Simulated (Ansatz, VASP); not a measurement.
One calculation of CdS, two programs

Contents of INCAR:

```
SYSTEM = CdS
PREC = Accurate
ENCUT = 520
EDIFF = 1E-8
ISMEAR = -1
SIGMA = 0.03
LREAL = .FALSE.
LASPH = .TRUE.
NELM = 100
ALGO = Normal
ISIF = 2
LWAVE = .FALSE.
LCHARG = .FALSE.
GGA = PS
LEFG = .TRUE.
NBANDS = 16
```

The input KPOINTS:

```
Automatic mesh
0
G
  7 7 7
  0 0 0
```

File POSCAR:

```
CdS
1.0
    0.0000000000      2.9165000000      2.9165000000
    2.9165000000      0.0000000000      2.9165000000
    2.9165000000      2.9165000000      0.0000000000
Cd S
1 1
Direct
   -0.0675000000      0.0225000000      0.0225000000
    0.3175000000      0.2275000000      0.2275000000
```

Input for Ansatz:

```yaml
crystal:
  lattice:
    - [0.0, 2.9165, 2.9165]
    - [2.9165, 0.0, 2.9165]
    - [2.9165, 2.9165, 0.0]
  atoms:
    - { symbol: Cd, position: [-0.0675, 0.0225, 0.0225] }
    - { symbol: S, position: [0.3175, 0.2275, 0.2275] }
kpoints:
  mp_grid: { grid: [7, 7, 7] }
scf:
  occupations: { method: fermi_dirac, width: 0.03 }
hamiltonian:
  xc: pbesol
  pseudopotentials: { kind: paw }
output:
  forces: true
  stress: true
  eigenvalues: true
  efg: { contact_densities: true }
  populations: true
  write_density: true
  write_potential: true
  elf: true
  volumetric_format: npy
```

Change from the starting cell: shortest bond scaled by 0.82, PAW files.

Alike in both runs: task electric field gradients; functional PBEsol; k mesh 7 × 7 × 7; occupations fermi-dirac, width 0.03 eV; no spin polarisation.

```csv
,VASP,Ansatz
version,VASP 6.6.1,Ansatz 0.2.0
potentials or method,"VASP PAW PBE potentials, release 64 (Cd, S)","PAW with Ansatz's default frozen-core files, scalar-relativistic"
plane-wave cutoff (eV),520,420
valence electrons in the cell,18,26
```

|  | VASP | Ansatz | Ansatz less VASP |
| --- | --- | --- | --- |
| pressure (GPa) | 9.4 | 8.8 | -0.65 |
| traceless stress, the component that is largest in VASP (GPa) | -13.51 | -13.07 | +0.443 |
| rms of the force components (eV/Å) | 3.791 | 3.683 | -0.1088 |
| size of Vzz on the site where it differs most (V/Å²) | 262.4 | 199.9 | -62.52 |

VASP's potentials were made for PBE, not for PBEsol. Atom by atom the forces differ by 0.109 eV/Å (rms over components). VASP's potentials hold 18 valence electrons a cell and Ansatz's 26, so a difference there can come from the potentials and not from the codes.
